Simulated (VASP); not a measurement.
Runs of VASP 6.6.1 on Sn. The structure is that of space group Fd-3m (No. 227), or close to it. The cells are those of the table. 

```tsv
task	cell	gap on the mesh (eV)	pressure (GPa)	largest force (eV/Å)
single point	a = 4.613 Å, angles 59.3°, 2 atoms	none	-0.3	(b)
single point	a = 4.522 Å, angles 62.0°, 2 atoms	none	-0.2	(a)
electric field gradients	a = 4.497 Å, angles 60.0°, 2 atoms	none	2.7	-
single point	a = 4.544 Å, angles 60.0°, 2 atoms	none	1.1	-
electric field gradients	a = 4.635 Å, angles 60.0°, 2 atoms	none	-1.5	-
electric field gradients	a = 4.567 Å, angles 60.7°, 2 atoms	none	-0.3	0.16
electric field gradients	a = 4.590 Å, angles 60.0°, 2 atoms	none	-0.4	-
single point	a = 4.496 Å, angles 60.0°, 2 atoms	none	2.8	-
```

Alike in all rows: level LDA; potentials or basis VASP PAW LDA potentials, release 64 (Sn_d); no spin polarisation; k mesh 9 × 9 × 9; cutoff (eV) 520; smearing fermi-dirac 0.03 eV.

Fill in the values left out.

(a) 0.52; (b) 0.15.

Caveats: spin-orbit coupling is left out, which moves the levels of the heavy elements.

A k mesh can miss the band edges, and the runs leave out spin-orbit coupling on Sn.

A gap of «none» marks levels without a gap at the run's occupations.
